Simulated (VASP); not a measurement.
A run of VASP 6.6.1 is set up as follows.

INCAR

```
SYSTEM = Cu
PREC = Accurate
ENCUT = 520
EDIFF = 1E-6
ISMEAR = 0
SIGMA = 0.1
LREAL = .False.
LASPH = .True.
NELM = 80
ALGO = Fast
ISIF = 2
LWAVE = .False.
LCHARG = .False.
GGA = PE
NBANDS = 18
```

Contents of KPOINTS:

```
Automatic mesh
0
Gamma
  24 24 22
  0 0 0
```

Contents of POSCAR:

```
Cu
1.0
    1.2388406215     -4.0287275609      0.0000000000
    1.2388406215      4.0287275609      0.0000000000
    0.0000000000      0.0000000000      2.5172000522
Cu
2
Direct
    0.1340614492      0.8659385508      0.2500000000
    0.8659385508      0.1340614492      0.7500000000
```

Potentials or basis: VASP PAW PBE potentials, release 64 (Cu).

Command:

```sh
$ cat potpaw_PBE.64/Cu/POTCAR > POTCAR
$ mpirun -np 1 vasp_std > vasp.out
```

(1) Predict the pressure.

(2) Estimate the band gap on the k mesh.

Results:

(1) 1.3 GPa.

(2) zero (bands 11 and 12 overlap by 5.52 eV).
